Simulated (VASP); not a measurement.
**Mg5O: relaxation of cell and atoms with PBE**

Mg5O:

```
Mg O
1.0
     3.15000    0.00000    0.00000
    -1.57500    2.72798    0.00000
     0.00000    0.00000   12.00000
Mg O
5 1
Direct
  0.00000 0.00000 0.00000
  0.33333 0.66667 0.23500
  0.66667 0.33333 0.81000
  0.00000 0.00000 0.43000
  0.33333 0.66667 0.62000
  0.33333 0.66667 0.06500
```

```yaml
Program: VASP 6.6.1
Task: relaxation of cell and atoms
Functional: PBE
Potentials_or_basis: VASP PAW PBE potentials, release 64 (Mg, O)
Cutoff: 600 eV
k_mesh: 6 × 6 × 2
Occupations: gaussian, width 0.2 eV
Spin: no spin polarisation
Dipole_correction: no
Further_INCAR_settings: ALGO = Normal; EDIFF = 1e-07; IBRION = 2; EDIFFG = -0.08; NSW = 36; ISIF = 3
```

The relaxed volume is 19.95 Å³/atom and the relaxed cell is a = 3.232 Å, b = 3.232 Å, c = 13.230 Å, α = 90.00°, β = 90.00°, γ = 120.00°. The space group after relaxing (to 0.05 Å) is P3m1 (No. 156). The energy gained by relaxing is 112.1 meV/atom, the ionic steps are 11 and the pressure after relaxing is 0.1 GPa. The largest force after relaxing is 0.044 eV/Å. The band gap on the k mesh is zero (band 8 reaches 3.00 eV, above the bottom of band 9 at 1.68 eV).

Forces in eV/Å, atoms in the order of the input:
```
Mg   0.000  0.000  0.022
Mg   0.000  0.000 -0.011
Mg   0.000  0.000 -0.032
Mg   0.000  0.000  0.044
Mg   0.000  0.000 -0.026
O    0.000  0.000  0.003
```

Stress tensor (GPa, compression positive):
```
 0.20  0.00  0.00
 0.00  0.20  0.00
 0.00  0.00 -0.19
```

The path:
```
step  energy change (eV)  largest force (eV/Å)  pressure (GPa)  volume (Å³)
   1              0.0000                1.3639            7.50       103.12
   2             -0.4504                1.1235            0.44       115.59
   3             -0.4840                1.0945           -1.55       120.87
   4             -0.5873                0.5773           -0.63       119.84
   5             -0.6240                0.2624            0.44       118.85
   6             -0.6400                0.1985            0.06       119.81
   7             -0.6424                0.2137           -0.13       120.35
   8             -0.6510                0.1521           -0.15       120.34
   9             -0.6664                0.1830           -0.15       120.31
  10             -0.6677                0.2354           -0.13       120.30
  11             -0.6725                0.0443            0.07       119.68
```

Final structure:
```cif
data_structure
_symmetry_space_group_name_H-M 'P 1'
_symmetry_Int_Tables_number 1
_cell_length_a 3.2321
_cell_length_b 3.2321
_cell_length_c 13.2295
_cell_angle_alpha 90.000
_cell_angle_beta 90.000
_cell_angle_gamma 120.000
_cell_volume 119.68
loop_
_atom_site_label
_atom_site_type_symbol
_atom_site_fract_x
_atom_site_fract_y
_atom_site_fract_z
_atom_site_occupancy
Mg1 Mg 0.00000 0.00000 0.02469 1
Mg2 Mg 0.33333 0.66667 0.22749 1
Mg3 Mg 0.66667 0.33333 0.80855 1
Mg4 Mg 0.00000 0.00000 0.41673 1
Mg5 Mg 0.33333 0.66667 0.60648 1
O1 O 0.33333 0.66667 0.07606 1
```

Levels at points of the mesh, in eV from the Fermi level:
```
           k point  band 4  band 5  band 6  band 7  band 8  band 9  band 10  band 11  band 12
(0.00, 0.00, 0.00)   -5.10   -4.69   -3.64   -3.64   -2.07   -1.18     2.26     3.02     7.26
(0.50, 0.00, 0.00)   -4.02   -1.97   -1.93   -1.34   -1.14   -0.13     0.23     1.20     2.15
(0.00, 0.00, 0.50)   -5.89   -3.80   -3.64   -3.64   -3.08    0.02     0.81     4.88     5.15
(0.50, 0.00, 0.50)   -4.02   -1.98   -1.92   -1.32   -1.11   -0.42     0.49     1.50     1.74
```

It took 2.6 min on 1 thread of Intel(R) Xeon(R) 6975P-C (Granite Rapids) (shared host), peak memory 0.27 GiB.

Caveat: the k points lie up to 0.37 Å⁻¹ apart in the final cell; the volume moved by over 15 % at a fixed basis, so the end points are rough; the relaxation stopped at a loose force limit of 0.08 eV/Å, so its end isn't a converged minimum.
